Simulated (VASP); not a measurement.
Set up this calculation in VASP 6.6.1, as the native input.

```
Task                   : single point
Functional             : PBE
Potentials or basis    : VASP PAW PBE potentials, release 64 (Al, O)
Cutoff                 : 520 eV
k mesh                 : 6 × 6 × 2
Occupations            : gaussian, width 0.1 eV
Spin                   : no spin polarisation
Dipole correction      : no
Further INCAR settings : ALGO = Normal; EDIFF = 1e-06; NBANDS = 17
```

The structure of AlO lies in POSCAR:

```
AlO
1.0
    2.9741369229     -0.0000000034      0.0000000000
   -1.4870684585      2.5756781313      0.0000000000
    0.0000000000      0.0000000000      7.6186985213
Al O
2 2
Direct
    0.0000000000      0.0000000000      0.6724705205
    0.0000000000      0.0000000000      0.3275294795
    0.3333333333      0.6666666667      0.7596020043
    0.6666666667      0.3333333333      0.2403979957
```

This cell differs from its parent crystal: atoms taken out.

One way to write it, as run:

INCAR

```
  ALGO = Normal
  EDIFF = 1E-6
  ENCUT = 520
  GGA = PE
  ISIF = 2
  ISMEAR = 0
  LASPH = T
  LCHARG = T
  LELF = T
  LREAL = F
  LVHAR = T
  LWAVE = F
  NBANDS = 17
  NELM = 80
  PREC = Accurate
  SIGMA = 0.1
```

KPOINTS

```
k-points
0
Gamma
  6 6 2
```

Potentials or basis: VASP PAW PBE potentials, release 64 (Al, O).

Run with:

```console
$ cat potpaw_PBE.64/Al/POTCAR potpaw_PBE.64/O/POTCAR > POTCAR
$ mpirun -np 1 vasp_std > vasp.out
```

It gave:

```
Pressure               : 0.0 GPa
Largest force          : 0.026 eV/Å
Band gap on the k mesh : 1.10 eV (least direct gap 1.79 eV)
```

Caveat: the cell differs from its parent crystal (atoms taken out).

Wall time 12 s on 1 thread of Intel Xeon 8259CL, on a shared host, peak memory 0.17 GiB.
